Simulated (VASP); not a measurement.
# SnRu2 (Fd-3m) in VASP: notebook

The runs below take SnRu2 through relaxation of cell and atoms, single point, with PBE.

Program: VASP 6.6.1. These are calculated values, not measurements. Logs are shortened: lines on timing, memory, paths and dates and some standing lists are left out, and cuts for length are marked.

## Step 1: The cell of the first run

The structure is cubic, space group Fd-3m (No. 227). Conventional cell: a = 7.470 Å, b = 7.470 Å, c = 7.470 Å, α = 90.00°, β = 90.00°, γ = 90.00°. Sn (site symmetry -43m) has 12 Ru at 3.10 Å and 4 Sn at 3.23 Å within 4.1 Å. Within 3.5 Å of Ru (site symmetry -3m) lie 6 Ru at 2.64 Å and 6 Sn at 3.10 Å.

## Step 2: Relaxation of cell and atoms, PBE

The input, INCAR:

```
SYSTEM = SnRu2
ALGO = Fast
EDIFF = 1E-6
EDIFFG = -0.01
ENCUT = 600
GGA = PE
IBRION = 2
ISIF = 3
ISMEAR = 0
LASPH = .TRUE.
LCHARG = .FALSE.
LREAL = .FALSE.
LWAVE = .FALSE.
NELM = 100
NSW = 100
PREC = Accurate
SIGMA = 0.1
```

The input, KPOINTS:

```
k-points
0
G
  10 10 10
  0 0 0
```

The input, POSCAR:

```
SnRu2
1.0
    0.0000000000      3.7350318485      3.7350318485
    3.7350318485      0.0000000000      3.7350318485
    3.7350318485      3.7350318485      0.0000000000
Sn Ru
2 4
Direct
    0.0000000000      0.0000000000      0.0000000000
    0.2500000000      0.2500000000      0.2500000000
    0.6250000000      0.6250000000      0.6250000000
    0.1250000000      0.6250000000      0.6250000000
    0.6250000000      0.6250000000      0.1250000000
    0.6250000000      0.1250000000      0.6250000000
```

Potentials or basis: VASP PAW PBE potentials, release 64 (Sn_d, Ru_pv).

Launch:

```sh
cat potpaw_PBE.64/Sn_d/POTCAR potpaw_PBE.64/Ru_pv/POTCAR > POTCAR
mpirun -np 1 vasp_std > vasp.out
```

OUTCAR:

```text
SYSTEM = SnRu2
   EDIFF = 1E-6
   EDIFFG = -0.01
   ENCUT = 600
   GGA = PE
   IBRION = 2
   ISIF = 3
   ISMEAR = 0
   LASPH = .TRUE.
   LREAL = .FALSE.
   NELM = 100
   NSW = 100
   PREC = Accurate

 ion  position               nearest neighbor table
   1  0.000  0.000  0.000-   3 3.10   5 3.10   3 3.10   5 3.10   4 3.10   6 3.10   4 3.10   6 3.10
                             6 3.10   3 3.10   5 3.10   4 3.10   2 3.23   2 3.23   2 3.23   2 3.23
   2  0.250  0.250  0.250-   4 3.10   6 3.10   4 3.10   6 3.10   3 3.10   5 3.10   3 3.10   5 3.10
                             3 3.10   5 3.10   4 3.10   6 3.10   1 3.23   1 3.23   1 3.23   1 3.23
   3  0.625  0.625  0.625-   4 2.64   5 2.64   6 2.64   5 2.64   6 2.64   4 2.64   1 3.10   2 3.10
                             1 3.10   2 3.10   1 3.10   2 3.10
   4  0.125  0.625  0.625-   3 2.64   5 2.64   6 2.64   3 2.64   5 2.64   6 2.64   2 3.10   2 3.10
                             1 3.10   1 3.10   2 3.10   1 3.10
   5  0.625  0.625  0.125-   3 2.64   3 2.64   4 2.64   6 2.64   6 2.64   4 2.64   1 3.10   2 3.10
                             1 3.10   2 3.10   1 3.10   2 3.10
   6  0.625  0.125  0.625-   3 2.64   5 2.64   3 2.64   4 2.64   5 2.64   4 2.64   2 3.10   2 3.10
                             1 3.10   1 3.10   1 3.10   2 3.10

  LATTYP: Found a face centered cubic cell.
 ALAT       =     7.4700636970

  Lattice vectors:

 A1 = (   0.0000000000,   3.7350318485,   3.7350318485)
 A2 = (   3.7350318485,   0.0000000000,   3.7350318485)
 A3 = (   3.7350318485,   3.7350318485,   0.0000000000)

Analysis of symmetry for initial positions (statically):
=====================================================================
 Subroutine PRICEL returns:
 Original cell was already a primitive cell.

 Routine SETGRP: Setting up the symmetry group for a
 face centered cubic supercell.

 Subroutine GETGRP returns: Found 48 space group operations
 (whereof 24 operations were pure point group operations)
 out of a pool of 48 trial point group operations.

The static configuration has the point symmetry T_d .
 The point group associated with its full space group is O_h .

Analysis of symmetry for dynamics (positions and initial velocities):
=====================================================================
 Subroutine PRICEL returns:
 Original cell was already a primitive cell.

 Routine SETGRP: Setting up the symmetry group for a
 face centered cubic supercell.

 Subroutine GETGRP returns: Found 48 space group operations
 (whereof 24 operations were pure point group operations)
 out of a pool of 48 trial point group operations.

The dynamic configuration has the point symmetry T_d .
 The point group associated with its full space group is O_h .

 Subroutine INISYM returns: Found 48 space group operations
[... 114 lines left out ...]
   TEBEG  =    0.0;   TEEND  =   0.0 temperature during run
   PSTRESS=    0.0 pullay stress
   NELECT =      84.0000    total number of electrons
   NUPDOWN=      -1.0000    fix difference up-down
   EMIN   =  10.00;   EMAX   =-10.00  energy-range for DOS
   EFERMI =   0.00;   METHOD = LEGACY
   ISMEAR =     0;   SIGMA  =   0.10  broadening in eV -4-tet -1-fermi 0-gaus
   EFERMI_NEDOS =   21; number of points for ismear=-14 and -15
   IALGO  =     68    algorithm
   IMIX   =      4    mixing-type and parameters
     AMIX     =   0.40;   BMIX     =  1.00
     AMIX_MAG =   1.60;   BMIX_MAG =  1.00
  volume/ion in A,a.u.               =      17.37       117.21
  Fermi-wavevector in a.u.,A,eV,Ry     =   1.523574  2.879138 31.582910  2.321278
  Thomas-Fermi vector in A             =   2.631999
   LORBIT       =      0    0 simple, 1 ext, 2 COOP (PROOUT), +10 PAW based schemes
   GGA     = PE    functional components
   LHFCALC =     F    Hartree Fock is set to
   AEXX    =    0.0000 exact exchange contribution
   IVDW    =     0    specifies the selected vdW correction
   LEPSILON=     F    determine dielectric tensor
   LRPA    =     F    only Hartree local field effects (RPA)
 conjugate gradient relaxation of ions
 non-spin polarized calculation
 RMM-DIIS sequential band-by-band and
 Gauss-broadening in eV      SIGMA  =   0.10
  energy-cutoff  :      600.00
  volume of cell :      104.21
 maximum number of plane-waves:      3507
   NGX = 21   NGY = 21   NGZ = 21

--------------------------------------- Ionic step        1  -------------------------------------------

 number of electron      83.9999999 magnetization

 Free energy of the ion-electron system (eV)
  ---------------------------------------------------
  ext. energy  EPLUGINS =         0.00000000
  ---------------------------------------------------
  free energy    TOTEN  =       -41.99797752 eV

  energy without entropy =      -41.95834374  energy(sigma->0) =      -41.97816063

------------------------ aborting loop because EDIFF is reached ----------------------------------------

  FORCE on cell =-STRESS in cart. coord.  units (eV):
  Direction    XX          YY          ZZ          XY          YZ          ZX
  --------------------------------------------------------------------------------------
  -------------------------------------------------------------------------------------
  Total       -2.2138023     -2.2138023     -2.2138023      0.0000000      0.0000000     -0.0000000
  in kB      -34.0358420    -34.0358420    -34.0358420      0.0000000      0.0000000     -0.0000000
  external PRESSURE =     -34.0358420 kB  Pullay stress =       0.0000000 kB
[... 67 lines left out ...]
--------------------------------------- Ionic step        3  -------------------------------------------

 number of electron      84.0000011 magnetization

 Free energy of the ion-electron system (eV)
  ---------------------------------------------------
  ext. energy  EPLUGINS =         0.00000000
  ---------------------------------------------------
  free energy    TOTEN  =       -42.02101494 eV

  energy without entropy =      -41.98354851  energy(sigma->0) =      -42.00228173

 E-fermi :  11.2563     XC(G=0): -12.6947

 val. band max:       11.2560897900   @ k =   0.3000   0.2000   0.0000
 cond. band min:      11.2651458392   @ k =   0.4000   0.4000   0.0000
 fundamental gap:      0.0090560492
 Fermi energy:        11.2562853260

 k-point     1 :       0.0000    0.0000    0.0000
  band No.  band energies     occupation
      1     -32.2780      2.00000
      2     -31.6242      2.00000
      3     -31.6242      2.00000
      4     -31.6242      2.00000
      5     -31.3799      2.00000
      6     -31.3799      2.00000
[... 1261 lines left out ...]
     49      14.0219      0.00000
     50      16.7075      0.00000

 [... further k-points ...]
[... 5 lines left out ...]
  --------------------------------------------------------------------------------------
  -------------------------------------------------------------------------------------
  Total       -0.0086509     -0.0086509     -0.0086509      0.0000000      0.0000000      0.0000000
  in kB       -0.1357392     -0.1357392     -0.1357392      0.0000000      0.0000000      0.0000000
  external PRESSURE =      -0.1357392 kB  Pullay stress =       0.0000000 kB
[... 21 lines left out ...]
  FREE ENERGIE OF THE ION-ELECTRON SYSTEM (eV)
  ---------------------------------------------------
  free  energy   TOTEN  =       -42.0210149385 eV

  energy  without entropy=      -41.9835485141  energy(sigma->0) =      -42.00228173

 reached required accuracy - stopping structural energy minimisation
```

OSZICAR:

```text
N       E                     dE             d eps       ncg     rms          rms(c)
DAV:   1     0.129537387181E+04    0.12954E+04   -0.48053E+04  4934   0.270E+03
DAV:   2     0.103551670309E+03   -0.11918E+04   -0.11693E+04  4724   0.766E+02
[... 34 lines left out ...]
RMM:   7    -0.420209600141E+02   -0.28620E-03   -0.29081E-03  6747   0.293E-01    0.389E-02
RMM:   8    -0.420210025110E+02   -0.42497E-04   -0.56026E-04  6523   0.135E-01    0.198E-02
RMM:   9    -0.420210175789E+02   -0.15068E-04   -0.73248E-05  5696   0.413E-02    0.125E-02
RMM:  10    -0.420210132453E+02    0.43337E-05   -0.31390E-05  5577   0.322E-02    0.538E-03
RMM:  11    -0.420210149637E+02   -0.17184E-05   -0.11833E-05  5428   0.141E-02    0.408E-03
RMM:  12    -0.420210149385E+02    0.25144E-07   -0.95107E-07  2786   0.527E-03
   3 F= -.42021015E+02 E0= -.42002282E+02  d E =-.230374E-01
```

CONTCAR:

```text
SnRu2
   1.00000000000000
     0.0000000000000000    3.7097584563209769    3.7097584563209769
     3.7097584563209769   -0.0000000000000000    3.7097584563209769
     3.7097584563209769    3.7097584563209769   -0.0000000000000000
  Sn              Ru
     2     4
Direct
     0.0000000000000000    0.0000000000000000    0.0000000000000000
     0.2500000000000000    0.2500000000000000    0.2500000000000000
     0.6250000000000000    0.6250000000000000    0.6250000000000000
     0.1250000000000000    0.6250000000000000    0.6250000000000000
     0.6250000000000000    0.6250000000000000    0.1250000000000000
     0.6250000000000000    0.1250000000000000    0.6250000000000000

  0.00000000E+00  0.00000000E+00  0.00000000E+00
  0.00000000E+00  0.00000000E+00  0.00000000E+00
  0.00000000E+00  0.00000000E+00  0.00000000E+00
  0.00000000E+00  0.00000000E+00  0.00000000E+00
  0.00000000E+00  0.00000000E+00  0.00000000E+00
  0.00000000E+00  0.00000000E+00  0.00000000E+00
```

Run time: 27 min. Hardware: 1 thread of AMD EPYC 7R43 (Zen 3), shared host; peak memory 0.39 GiB.

Results:

```yaml
Free_energy: -42.0210 eV
Relaxed_volume: 17.02 Å³/atom
Relaxed_cell: a = 5.246 Å, b = 5.246 Å, c = 5.246 Å, α = 60.00°, β = 60.00°, γ = 60.00°
Space_group_after_relaxing_to_0.05_Å: Fd-3m (No. 227)
Energy_gained_by_relaxing: 3.8 meV/atom
Ionic_steps: 3
Pressure_after_relaxing: 0.0 GPa
Band_gap_on_the_k_mesh: zero (band 42 reaches 11.59 eV, above the bottom of band 43 at 11.21 eV)
```

The path:
```
step  energy change (eV)  largest force (eV/Å)  pressure (GPa)  volume (Å³)
   1              0.0000                0.0000           -3.40       104.21
   2              0.0407                0.0000            6.31        98.74
   3             -0.0230                0.0000           -0.01       102.11
```

Final structure:
```
Sn Ru
1.0
     0.00000    3.70976    3.70976
     3.70976    0.00000    3.70976
     3.70976    3.70976    0.00000
Sn Ru
2 4
Direct
  0.00000 0.00000 0.00000
  0.25000 0.25000 0.25000
  0.62500 0.62500 0.62500
  0.12500 0.62500 0.62500
  0.62500 0.62500 0.12500
  0.62500 0.12500 0.62500
```

Caveat: spin-orbit coupling is left out, which moves the levels of the heavy elements.

## Step 3: Single point, PBE

The input, INCAR:

```
SYSTEM = SnRu2
PREC = Accurate
ENCUT = 520
EDIFF = 1E-6
ISMEAR = 0
SIGMA = 0.1
LREAL = .False.
LASPH = .True.
NELM = 100
ALGO = Normal
ISIF = 2
LWAVE = .False.
LCHARG = .False.
GGA = PE
NBANDS = 51
```

The input, KPOINTS:

```
Automatic mesh
0
Gamma
  4 4 4
  0 0 0
```

POSCAR is that of step 2.

Potentials or basis: VASP PAW PBE potentials, release 64 (Sn_d, Ru_pv).

Launch:

```sh
cat potpaw_PBE.64/Sn_d/POTCAR potpaw_PBE.64/Ru_pv/POTCAR > POTCAR
mpirun -np 1 vasp_std > vasp.out
```

It took 51 s on 1 thread of Intel Xeon Platinum 8259CL at 2.50GHz (Skylake/Cascade Lake), shared host; peak memory 0.24 GiB.

The run converged. Its results:

```yaml
Free_energy: -41.9700 eV
Pressure: -2.8 GPa
Band_gap_on_the_k_mesh: zero (band 42 reaches 10.97 eV, above the bottom of band 43 at 10.89 eV)
```

Levels at points of the mesh, in eV from the Fermi level:
```csv
k point,band 38,band 39,band 40,band 41,band 42,band 43,band 44,band 45,band 46,band 47
"(0.00, 0.00, 0.00)",-0.12,-0.12,-0.09,-0.09,-0.09,0.12,0.12,2.21,2.36,2.36
"(0.50, 0.00, 0.00)",-1.62,-0.25,-0.24,-0.17,-0.17,0.08,0.08,0.72,0.72,1.36
"(0.50, 0.50, 0.00)",-1.71,-1.51,-1.51,-0.09,-0.09,-0.02,-0.02,0.08,0.08,1.94
```

Caveat: the k points lie up to 0.36 Å⁻¹ apart; spin-orbit coupling is left out, which moves the levels of the heavy elements.

(Part 1 of 2 ends here.)
